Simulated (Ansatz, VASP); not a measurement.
**Two plane-wave programs on Ge4H**

Contents of INCAR:

```
SYSTEM = Ge4H
ALGO = Normal
DIPOL = 0.5 0.5 0.336
EDIFF = 1E-7
ENCUT = 520
GGA = PE
IDIPOL = 3
ISIF = 2
ISMEAR = 0
IVDW = 12
LASPH = .True.
LCHARG = .False.
LDIPOL = .True.
LREAL = .False.
LWAVE = .False.
NBANDS = 36
NELM = 100
PREC = Accurate
SIGMA = 0.1
```

Contents of KPOINTS:

```
k-points
0
Gamma
  7 7 1
  0 0 0
```

The input POSCAR:

```
Ge4H
1.0
    4.0303587907      0.0000000000      0.0000000000
    0.0000000000      4.0303587907      0.0000000000
    0.0000000000      0.0000000000     21.6416627718
Ge H
4 1
Direct
    0.0000000000      0.5000000000      0.1848286817
    0.0000000000      0.0000000000      0.2506714513
    0.5000000000      0.0000000000      0.3196569899
    0.5000000000      0.5000000000      0.3854446333
    1.0000000000      0.5000000000      0.5379282957
```

Input for Ansatz:

```yaml
crystal:
  lattice:
    - [4.0303587907, 0.0, 0.0]
    - [0.0, 4.0303587907, 0.0]
    - [0.0, 0.0, 21.6416627718]
  atoms:
    - { symbol: Ge, position: [0.0, 0.5, 0.1848286817] }
    - { symbol: Ge, position: [0.0, 0.0, 0.2506714513] }
    - { symbol: Ge, position: [0.5, 0.0, 0.3196569899] }
    - { symbol: Ge, position: [0.5, 0.5, 0.3854446333] }
    - { symbol: H, position: [1.0, 0.5, 0.5379282957] }
basis:
  ecutwfc: 420
kpoints:
  mp_grid: { grid: [7, 7, 1] }
hamiltonian:
  xc: pbe
  pseudopotentials: { kind: paw, azcp: { folder: soft_1 } }
  dispersion: d3bj
scf:
  occupations: { method: gaussian, width: 0.1 }
output:
  forces: true
  eigenvalues: true
efield:
  axis: 3
  dipole_correction: true
  ramp_width: 0.04
```

Alike in both runs: task single point; functional PBE; dispersion D3(BJ); k mesh 7 × 7 × 1; occupations gaussian, width 0.1 eV; no spin polarisation.

|  | VASP | Ansatz |
| --- | --- | --- |
| version | VASP 6.6.1 | Ansatz 0.2.0 |
| potentials or method | VASP PAW PBE potentials, release 64 (Ge_d, H), cutoff 520 eV | scalar-relativistic, plane waves, PAW |
| valence electrons in the cell | 57 | 57 |

```csv
,VASP,Ansatz,Ansatz less VASP
gap on the k mesh at the Fermi level (eV),none,none,-
rms of the force components (eV/Å),0.169,0.168,-0.0006
```

Atom by atom the forces differ by 0.002 eV/Å (rms over components). A gap of «none» marks a metal or a gap that the smearing closes.
